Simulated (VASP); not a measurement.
# BMoW3 in VASP: further runs

BMoW3 is run at these levels: PBE; tasks: single point.

All numbers are computed with VASP 6.6.1; they aren't measurements. Logs are shortened: lines on timing, memory, paths and dates and some standing lists are left out, and cuts for length are marked.

## 1. The cell of the first run

The typed cell holds 5 atoms: a = 4.200 Å, b = 4.200 Å, c = 4.199 Å, α = 90.00°, β = 90.00°, γ = 90.00°.

The cell was generated, and may not be a known phase.

## 2. Single point, PBE

INCAR reads:

```
SYSTEM = BMoW3
PREC = Accurate
ENCUT = 520
EDIFF = 1E-7
ISMEAR = 0
SIGMA = 0.1
LREAL = .FALSE.
LASPH = .TRUE.
NELM = 100
ALGO = Normal
ISIF = 2
LWAVE = .FALSE.
LCHARG = .FALSE.
GGA = PE
NBANDS = 38
```

KPOINTS reads:

```
regular mesh
0
G
  4 4 4
  0 0 0
```

POSCAR reads:

```
BMoW3
1.0
    4.1995885008      0.0000000000      0.0000000000
    0.0000000000      4.1995885008      0.0000000000
    0.0000000000      0.0000000000      4.1994383120
B Mo W
1 1 3
Direct
    0.5000000000      0.5000000000      0.5543001645
    0.0000000000      0.0000000000      1.0537447735
    0.5000000000      0.0000000000      0.5544475166
    0.0000000000      0.5000000000      0.5544475166
    0.5000000000      0.5000000000      0.0543873589
```

Potentials or basis: VASP PAW PBE potentials, release 64 (B, Mo_sv, W_sv).

Run with:

```console
cat potpaw_PBE.64/B/POTCAR potpaw_PBE.64/Mo_sv/POTCAR potpaw_PBE.64/W_sv/POTCAR > POTCAR
mpirun -np 1 vasp_std > vasp.out
```

OUTCAR:

```text
SYSTEM = BMoW3
   PREC = Accurate
   ENCUT = 520
   EDIFF = 1E-7
   ISMEAR = 0
   LREAL = .FALSE.
   LASPH = .TRUE.
   NELM = 100
   ISIF = 2
   GGA = PE

 ion  position               nearest neighbor table
   1  0.500  0.500  0.554-   5 2.10   4 2.10   3 2.10   3 2.10   4 2.10   5 2.10
   2  0.000  0.000  0.054-   3 2.97   4 2.97   4 2.97   3 2.97   5 2.97   5 2.97   5 2.97   5 2.97
                             3 2.97   4 2.97   4 2.97   3 2.97
   3  0.500  0.000  0.554-   1 2.10   1 2.10   2 2.97   2 2.97   5 2.97   5 2.97   4 2.97   4 2.97
                             4 2.97   4 2.97   5 2.97   5 2.97   2 2.97   2 2.97
   4  0.000  0.500  0.554-   1 2.10   1 2.10   2 2.97   2 2.97   5 2.97   5 2.97   3 2.97   3 2.97
                             3 2.97   3 2.97   5 2.97   5 2.97   2 2.97   2 2.97
   5  0.500  0.500  0.054-   1 2.10   1 2.10   4 2.97   3 2.97   3 2.97   4 2.97   2 2.97   2 2.97
                             2 2.97   2 2.97   4 2.97   3 2.97   4 2.97   3 2.97

  LATTYP: Found a simple tetragonal cell.
 ALAT       =     4.1995885008
 C/A-ratio  =     0.9999642373

  Lattice vectors:

 A1 = (   4.1995885008,   0.0000000000,   0.0000000000)
 A2 = (   0.0000000000,   4.1995885008,   0.0000000000)
 A3 = (   0.0000000000,   0.0000000000,   4.1994383120)

Analysis of symmetry for initial positions (statically):
=====================================================================
 Subroutine PRICEL returns:
 Original cell was already a primitive cell.

 Routine SETGRP: Setting up the symmetry group for a
 simple tetragonal supercell.

 Subroutine GETGRP returns: Found  8 space group operations
 (whereof  8 operations were pure point group operations)
 out of a pool of 16 trial point group operations.

The static configuration has the point symmetry C_4v.

Analysis of symmetry for dynamics (positions and initial velocities):
=====================================================================
 Subroutine PRICEL returns:
 Original cell was already a primitive cell.

 Routine SETGRP: Setting up the symmetry group for a
 simple tetragonal supercell.

 Subroutine GETGRP returns: Found  8 space group operations
 (whereof  8 operations were pure point group operations)
 out of a pool of 16 trial point group operations.

The dynamic configuration has the point symmetry C_4v.

 Subroutine INISYM returns: Found  8 space group operations
 (whereof  8 operations are pure point group operations),
 and found     1 'primitive' translations

----------------------------------------------------------------------------------------

                                     Primitive cell

  volume of cell :      74.0636

  direct lattice vectors                    reciprocal lattice vectors
     4.199588501  0.000000000  0.000000000     0.238118568  0.000000000  0.000000000
     0.000000000  4.199588501  0.000000000     0.000000000  0.238118568  0.000000000
     0.000000000  0.000000000  4.199438312     0.000000000  0.000000000  0.238127084

  length of vectors
     4.199588501  4.199588501  4.199438312     0.238118568  0.238118568  0.238127084

  position of ions in fractional coordinates (direct lattice)
     0.500000000  0.500000000  0.554300164
     0.000000000  0.000000000  0.053744774
     0.500000000  0.000000000  0.554447517
     0.000000000  0.500000000  0.554447517
     0.500000000  0.500000000  0.054387359

  ion indices of the primitive-cell ions
   primitive index   ion index
                 1           1
                 2           2
                 3           3
                 4           4
                 5           5

----------------------------------------------------------------------------------------

 KPOINTS: regular mesh

Automatic generation of k-mesh.
 Grid dimensions read from file:
 generate k-points for:    4    4    4

 Generating k-lattice:

  Cartesian coordinates                     Fractional coordinates (reciprocal lattice)
     0.059529642  0.000000000  0.000000000     0.250000000  0.000000000  0.000000000
     0.000000000  0.059529642  0.000000000     0.000000000  0.250000000  0.000000000
     0.000000000  0.000000000  0.059531771     0.000000000  0.000000000  0.250000000

  Length of vectors
     0.059529642  0.059529642  0.059531771

  Shift w.r.t. Gamma in fractional coordinates (k-lattice)
     0.000000000  0.000000000  0.000000000

 Subroutine IBZKPT returns following result:
 ===========================================

 Found     18 irreducible k-points:

 Following reciprocal coordinates:
            Coordinates               Weight
  0.000000  0.000000  0.000000      1.000000
  0.250000  0.000000  0.000000      4.000000
  0.500000  0.000000  0.000000      2.000000
  0.250000  0.250000  0.000000      4.000000
  0.500000  0.250000  0.000000      4.000000
  0.500000  0.500000  0.000000      1.000000
[... 10 lines left out ...]
  0.500000  0.250000  0.500000      4.000000
  0.500000  0.500000  0.500000      1.000000
   k-points           NKPTS =     18   k-points in BZ     NKDIM =     18   number of bands    NBANDS=     38
   number of dos      NEDOS =    301   number of ions     NIONS =      5
   total plane-waves  NPLWV =  32768
   dimension x,y,z NGX =    32 NGY =   32 NGZ =   32
   dimension x,y,z NGXF=    64 NGYF=   64 NGZF=   64
   ions per type =               1   1   3
   NGX,Y,Z   is equivalent  to a cutoff of  12.67, 12.67, 12.67 a.u.
   NGXF,Y,Z  is equivalent  to a cutoff of  25.34, 25.34, 25.34 a.u.
 SYSTEM =  BMoW3
   PREC   = accura    normal or accurate (medium, high low for compatibility)
   ISTART =      0    job   : 0-new  1-cont  2-samecut
   ICHARG =      2    charge: 1-file 2-atom 10-const
   ISPIN  =      1    spin polarized calculation?
   LNONCOLLINEAR =      F non collinear calculations
   LSORBIT =      F    spin-orbit coupling
   LASPH  =      T    aspherical Exc in radial PAW
   ENCUT  =  520.0 eV  38.22 Ry    6.18 a.u.   7.81  7.81  7.81*2*pi/ulx,y,z
   NELM   =    100;   NELMIN=  2; NELMDL= -5     # of ELM steps
   EDIFF  = 0.1E-06   stopping-criterion for ELM
   LREAL  =      F    real-space projection
   EDIFFG = 0.1E-05   stopping-criterion for IOM
   NSW    =      0    number of steps for IOM
   IBRION =     -1    ionic relax: 0-MD 1-quasi-New 2-CG
   NFREE  =      0    steps in history (QN), initial steepest desc. (CG)
   ISIF   =      2    stress and relaxation
   ISYM   =      2    0-nonsym 1-usesym 2-fastsym
   POTIM  = 0.5000    time-step for ionic-motion
   TEBEG  =    0.0;   TEEND  =   0.0 temperature during run
   PSTRESS=    0.0 pullay stress
   NELECT =      59.0000    total number of electrons
   NUPDOWN=      -1.0000    fix difference up-down
   EMIN   =  10.00;   EMAX   =-10.00  energy-range for DOS
   EFERMI =   0.00;   METHOD = LEGACY
   ISMEAR =     0;   SIGMA  =   0.10  broadening in eV -4-tet -1-fermi 0-gaus
   EFERMI_NEDOS =   21; number of points for ismear=-14 and -15
   IALGO  =     38    algorithm
   IMIX   =      4    mixing-type and parameters
     AMIX     =   0.40;   BMIX     =  1.00
     AMIX_MAG =   1.60;   BMIX_MAG =  1.00
  volume/ion in A,a.u.               =      14.81        99.96
  Fermi-wavevector in a.u.,A,eV,Ry     =   1.517600  2.867848 31.335704  2.303109
  Thomas-Fermi vector in A             =   2.626833
   LORBIT       =      0    0 simple, 1 ext, 2 COOP (PROOUT), +10 PAW based schemes
   GGA     = PE    functional components
   LHFCALC =     F    Hartree Fock is set to
   AEXX    =    0.0000 exact exchange contribution
   IVDW    =     0    specifies the selected vdW correction
   LEPSILON=     F    determine dielectric tensor
   LRPA    =     F    only Hartree local field effects (RPA)
 non-spin polarized calculation
 Gauss-broadening in eV      SIGMA  =   0.10
  energy-cutoff  :      520.00
  volume of cell :       74.06
 maximum number of plane-waves:      2012
 NGX is ok and might be reduce to    32
   NGX = 15   NGY = 15   NGZ = 15

 number of electron      59.0000000 magnetization

 Free energy of the ion-electron system (eV)
  ---------------------------------------------------
  ext. energy  EPLUGINS =         0.00000000
  ---------------------------------------------------
  free energy    TOTEN  =       -54.84659563 eV

  energy without entropy =      -54.82738741  energy(sigma->0) =      -54.83699152

 E-fermi :  10.0073     XC(G=0): -13.0750

 val. band max:        9.9170394537   @ k =   0.2500   0.2500   0.5000
 cond. band min:      10.0571145225   @ k =   0.2500   0.2500   0.5000
 fundamental gap:      0.1400750688
 Fermi energy:        10.0072929071

 k-point     1 :       0.0000    0.0000    0.0000
  band No.  band energies     occupation
      1     -63.7699      2.00000
      2     -63.7051      2.00000
      3     -63.7051      2.00000
      4     -50.7975      2.00000
      5     -28.2873      2.00000
      6     -28.2873      2.00000
[... 30 lines left out ...]
     37      14.2200      0.00000
     38      14.7532      0.00000

 k-point     2 :       0.2500    0.0000    0.0000
  band No.  band energies     occupation
      1     -63.7617      2.00000
      2     -63.7135      2.00000
      3     -63.7051      2.00000
      4     -50.7975      2.00000
      5     -28.2426      2.00000
      6     -28.2426      2.00000
[... 30 lines left out ...]
     37      14.1987      0.00000
     38      14.7291      0.00000

 k-point     3 :       0.5000    0.0000    0.0000
  band No.  band energies     occupation
      1     -63.7483      2.00000
      2     -63.7270      2.00000
      3     -63.7051      2.00000
      4     -50.7976      2.00000
      5     -28.1836      2.00000
      6     -28.1836      2.00000
[... 30 lines left out ...]
     37      14.1963      0.00000
[... 535 lines left out ...]
 k-point    17 :       0.5000    0.2500    0.5000
  band No.  band energies     occupation
      1     -63.7268      2.00000
      2     -63.7268      2.00000
      3     -63.7267      2.00000
      4     -50.7972      2.00000
      5     -28.4562      2.00000
      6     -28.1673      2.00000
[... 30 lines left out ...]
     37      13.4709      0.00000
     38      14.7621      0.00000

 k-point    18 :       0.5000    0.5000    0.5000
  band No.  band energies     occupation
      1     -63.7268      2.00000
      2     -63.7268      2.00000
      3     -63.7267      2.00000
      4     -50.7970      2.00000
      5     -28.5508      2.00000
      6     -28.1802      2.00000
[... 30 lines left out ...]
     37      13.8305      0.00000
     38      14.1582      0.00000

------------------------ aborting loop because EDIFF is reached ----------------------------------------

  FORCE on cell =-STRESS in cart. coord.  units (eV):
  Direction    XX          YY          ZZ          XY          YZ          ZX
  --------------------------------------------------------------------------------------
  -------------------------------------------------------------------------------------
  Total        0.2423627      0.2423627      0.2468784      0.0000000      0.0000000      0.0000000
  in kB        5.2429005      5.2429005      5.3405860      0.0000000      0.0000000      0.0000000
  external PRESSURE =       5.2754623 kB  Pullay stress =       0.0000000 kB

 VOLUME and BASIS-vectors are now :
 -----------------------------------------------------------------------------
  energy-cutoff  :      520.00
  volume of cell :       74.06
      direct lattice vectors                 reciprocal lattice vectors
     4.199588501  0.000000000  0.000000000     0.238118568  0.000000000  0.000000000
     0.000000000  4.199588501  0.000000000     0.000000000  0.238118568  0.000000000
     0.000000000  0.000000000  4.199438312     0.000000000  0.000000000  0.238127084

 POSITION                                       TOTAL-FORCE (eV/Angst)
 -----------------------------------------------------------------------------------
      2.09979      2.09979      2.32775         0.000000     -0.000000      0.004032
      0.00000      0.00000      0.22570         0.000000     -0.000000     -0.000774
      2.09979      0.00000      2.32837         0.000000      0.000000     -0.001085
      0.00000      2.09979      2.32837         0.000000     -0.000000     -0.001085
      2.09979      2.09979      0.22840         0.000000      0.000000     -0.001089
 -----------------------------------------------------------------------------------
    total drift:                                0.000000     -0.000000     -0.000080

  FREE ENERGIE OF THE ION-ELECTRON SYSTEM (eV)
  ---------------------------------------------------
  free  energy   TOTEN  =       -54.8465956329 eV

  energy  without entropy=      -54.8273874104  energy(sigma->0) =      -54.83699152
```

Wall time 34 s (1 thread of AMD EPYC 9R45 (Zen 5), shared host); peak memory 0.17 GiB.

Results:

```
Free energy            : -54.8466 eV
Pressure               : 0.5 GPa
Largest force          : 0.004 eV/Å
Band gap on the k mesh : zero (an odd number of electrons rules out a gap without spin polarisation)
```

Forces on the atoms (eV/Å):
```
B    0.000  0.000  0.004
Mo   0.000  0.000 -0.001
W    0.000  0.000 -0.001
W    0.000  0.000 -0.001
W    0.000  0.000 -0.001
```

Levels at points of the mesh, in eV from the Fermi level:
```
           k point  band 26  band 27  band 28  band 29  band 30  band 31  band 32  band 33
(0.00, 0.00, 0.00)    -0.77    -0.48    -0.48    -0.48     1.53     1.53     3.25     3.25
(0.50, 0.00, 0.00)    -2.04    -2.04    -0.19     0.29     0.29     0.46     1.09     1.21
(0.50, 0.50, 0.00)    -2.12    -1.77    -1.59    -0.60    -0.60     0.37     0.76     1.37
(0.00, 0.00, 0.50)    -2.04    -2.04    -0.19     0.28     0.28     0.46     1.09     1.21
(0.50, 0.00, 0.50)    -2.12    -1.77    -1.59    -0.60    -0.60     0.37     0.76     1.37
(0.50, 0.50, 0.50)    -0.76    -0.75    -0.75    -0.75     0.41     0.41     0.41     3.14
```

Caveat: the k points lie up to 0.37 Å⁻¹ apart, too coarse for converged energies and pressures of a metal; spin-orbit coupling is left out, which moves the levels of the heavy elements.

## 3. Single point, PBE

INCAR reads:

```
SYSTEM = BMoW3
PREC = Accurate
ENCUT = 520
EDIFF = 1E-6
ISMEAR = 0
SIGMA = 0.1
LREAL = .False.
LASPH = .True.
NELM = 60
ALGO = Fast
ISIF = 2
LWAVE = .False.
LCHARG = .False.
GGA = PE
NBANDS = 38
```

KPOINTS reads:

```
Automatic mesh
0
Gamma
  10 10 10
  0 0 0
```

POSCAR reads:

```
BMoW3
1.0
    4.2002593282      0.0000000000      0.0000000000
    0.0000000000      4.2002593282      0.0000000000
    0.0000000000      0.0000000000      4.2002593282
B Mo W
1 1 3
Direct
    0.5000000000      0.5000000000      0.5000000000
    0.0000000000      0.0000000000      0.0000000000
    0.5000000000      0.0000000000      0.5000000000
    0.0000000000      0.5000000000      0.5000000000
    0.5000000000      0.5000000000      0.0000000000
```

Potentials or basis: VASP PAW PBE potentials, release 64 (B, Mo_sv, W_sv).

Run with:

```console
cat potpaw_PBE.64/B/POTCAR potpaw_PBE.64/Mo_sv/POTCAR potpaw_PBE.64/W_sv/POTCAR > POTCAR
mpirun -np 1 vasp_std > vasp.out
```

It took 99 s on 1 thread of AMD EPYC 9R45 (Zen 5), shared host; peak memory 0.24 GiB.

Results (log left out):

```
Free energy            : -54.8821 eV
Pressure               : 0.4 GPa
Band gap on the k mesh : zero (an odd number of electrons rules out a gap without spin polarisation)
```

Levels at points of the mesh, in eV from the Fermi level:
| k point | band 25 | band 26 | band 27 | band 28 | band 29 | band 30 | band 31 | band 32 | band 33 | band 34 |
| --- | --- | --- | --- | --- | --- | --- | --- | --- | --- | --- |
| (0.00, 0.00, 0.00) | -0.78 | -0.78 | -0.48 | -0.48 | -0.48 | 1.52 | 1.52 | 3.24 | 3.24 | 4.20 |
| (0.50, 0.00, 0.00) | -2.46 | -2.05 | -2.05 | -0.19 | 0.28 | 0.28 | 0.45 | 1.08 | 1.20 | 1.20 |
| (0.50, 0.50, 0.00) | -2.12 | -2.12 | -1.77 | -1.59 | -0.61 | -0.61 | 0.36 | 0.75 | 1.36 | 1.36 |
| (0.50, 0.50, 0.50) | -0.77 | -0.77 | -0.76 | -0.76 | -0.76 | 0.40 | 0.40 | 0.40 | 3.13 | 3.13 |

Caveat: spin-orbit coupling is left out, which moves the levels of the heavy elements.

The gap in the log of VASP goes by the Fermi energy; the results here count the filled bands.